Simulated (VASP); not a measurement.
Here is a VASP 6.6.1 calculation.

INCAR

```
PREC = Accurate
ENCUT = 600
EDIFF = 1E-6
ISMEAR = -1
SIGMA = 0.08
LREAL = False
LASPH = True
NELM = 60
ALGO = Normal
ISIF = 3
LWAVE = False
LCHARG = False
GGA = PS
IBRION = 2
NSW = 100
EDIFFG = -0.002
```

The input KPOINTS:

```
Automatic mesh
0
Gamma
  18 18 16
```

The input POSCAR:

```
WC
1.0
    2.9065000000      0.0000000000      0.0000000000
   -1.4532500000      2.5171028361      0.0000000000
    0.0000000000      0.0000000000      2.8366000000
W C
1 1
Direct
    0.0000000000      0.0000000000      0.0000000000
    0.6666666667      0.3333333333      0.5000000000
```

Potentials or basis: VASP PAW PBE potentials, release 64 (W_sv, C).

Run with:

```sh
$ cat potpaw_PBE.64/W_sv/POTCAR potpaw_PBE.64/C/POTCAR > POTCAR
$ mpirun -np 1 vasp_std > vasp.out
```

What does it give for the relaxed volume?

10.32 Å³/atom.

What does it give for the band gap on the k mesh?

Zero (bands 9 and 10 overlap by 1.24 eV).

Estimate the space group after relaxing (to 0.1 Å).

P-6m2 (No. 187).

Final structure:
```
W C
1.0
     2.90131    0.00000    0.00000
    -1.45066    2.51261    0.00000
     0.00000    0.00000    2.83038
W C
1 1
Direct
  0.00000 0.00000 0.00000
  0.66667 0.33333 0.50000
```

Caveat: the PAW data sets were made with another functional, which shifts forces and pressure a little; spin-orbit coupling is left out, which moves the levels of the heavy elements.
